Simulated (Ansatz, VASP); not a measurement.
**FeO in VASP and in Ansatz**

Contents of INCAR:

```
SYSTEM = FeO
  PREC = Accurate
  ENCUT = 520
  EDIFF = 1E-6
  ISMEAR = 0
  SIGMA = 0.05
  LREAL = .FALSE.
  LASPH = .TRUE.
  NELM = 150
  ALGO = Normal
  ISIF = 2
  LWAVE = .FALSE.
  LCHARG = .FALSE.
  ISPIN = 2
  MAGMOM = 3.79 0
  LORBIT = 11
  LMAXMIX = 4
  GGA = PE
  NBANDS = 18
```

Contents of KPOINTS:

```
regular mesh
0
G
  14 14 14
  0 0 0
```

The input POSCAR:

```
FeO
1.0
    0.0000000000      2.2188867655      2.1542589956
    2.1542589956      0.0000000000      2.1542589956
    2.1542589956      2.2188867655      0.0000000000
Fe O
1 1
Direct
    0.0000000000      0.0000000000      0.0000000000
    0.5000000000      0.5000000000      0.5000000000
```

Input for Ansatz:

```yaml
crystal:
  lattice:
    - [0.0, 2.2188867655, 2.1542589956]
    - [2.1542589956, 0.0, 2.1542589956]
    - [2.1542589956, 2.2188867655, 0.0]
  atoms:
    - { symbol: Fe, position: [0.0, 0.0, 0.0], spin: 3.79 }
    - { symbol: O, position: [0.5, 0.5, 0.5] }
basis:
  ecutwfc: 420
  ecutrho_ratio: 4
kpoints:
  mp_grid: { grid: [14, 14, 14] }
hamiltonian:
  xc: pbe
scf:
  occupations: { method: gaussian, width: 0.05 }
output:
  forces: true
  stress: true
  eigenvalues: true
  populations: true
magnetization:
  spin_polarized: true
```

Change from the starting cell: strain e2 = +0.03, atoms carried along.

Alike in both runs: task single point; functional PBE; k mesh 14 × 14 × 14; occupations gaussian, width 0.05 eV; collinear spin.

|  | VASP | Ansatz |
| --- | --- | --- |
| version | VASP 6.6.1 | Ansatz 0.2.0 |
| potentials or method | VASP PAW PBE potentials, release 64 (Fe, O), cutoff 520 eV | scalar-relativistic, plane waves, PAW |
| valence electrons in the cell | 14 | 22 |

Ansatz gave:

```
gap on the k mesh at the Fermi level (eV)                     : none
pressure (GPa)                                                : -4.9
traceless stress, the component that is largest in VASP (GPa) : -1.63
net moment per atom (μB)                                      : 2.00
size of the moment on the site where the two differ most (μB) : 3.45
```

Question: What did VASP give for the same quantities?

Answer: gap on the k mesh at the Fermi level (eV): none; pressure (GPa): -4.9; traceless stress, the component that is largest in VASP (GPa): -1.71; net moment per atom (μB): 2.00; size of the moment on the site where the two differ most (μB): 3.62.

Site moments also hang on the region over which each program counts them. A gap of «none» marks a metal or a gap that the smearing closes. With one functional, cell and mesh, what is left measures potentials, basis and numerics. VASP's potentials hold 14 valence electrons a cell and Ansatz's 22, so a difference there can come from the potentials and not from the codes.
